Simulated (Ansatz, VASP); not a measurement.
## Sb in VASP and in Ansatz

```
Sb
1.0
    -1.72163    1.72163    1.72163
     1.72163   -1.72163    1.72163
     1.72163    1.72163   -1.72163
Sb
1
Direct
  0.00000 0.00000 0.00000
```

Change from the starting cell: strain -0.080 along x and y, -0.080 along z, atoms carried along.

Alike in both runs: task single point; functional r2SCAN; k mesh 18 × 18 × 18; occupations gaussian, width 0.15 eV; no spin polarisation.

|  | VASP | Ansatz |
| --- | --- | --- |
| version | VASP 6.6.1 | Ansatz 0.2.0 |
| potentials or method | VASP PAW PBE potentials, release 64 (Sb), cutoff 520 eV | scalar-relativistic, plane waves, PAW |
| valence electrons in the cell | 5 | 15 |

Ansatz gave:

| Property | Result |
| --- | --- |
| gap on the k mesh at the Fermi level (eV) | none |
| pressure (GPa) | 32.8 |

Q: Estimate VASP's values.

A: gap on the k mesh at the Fermi level (eV): none; pressure (GPa): 33.1.

VASP's potentials were made for PBE, not for r2SCAN. A gap of «none» marks a metal or a gap that the smearing closes. Both programs put the cell under a high pressure, so it lies far from rest at this level. VASP's potentials hold 5 valence electrons a cell and Ansatz's 15, so a difference there can come from the potentials and not from the codes.

Spin-orbit coupling is off throughout.
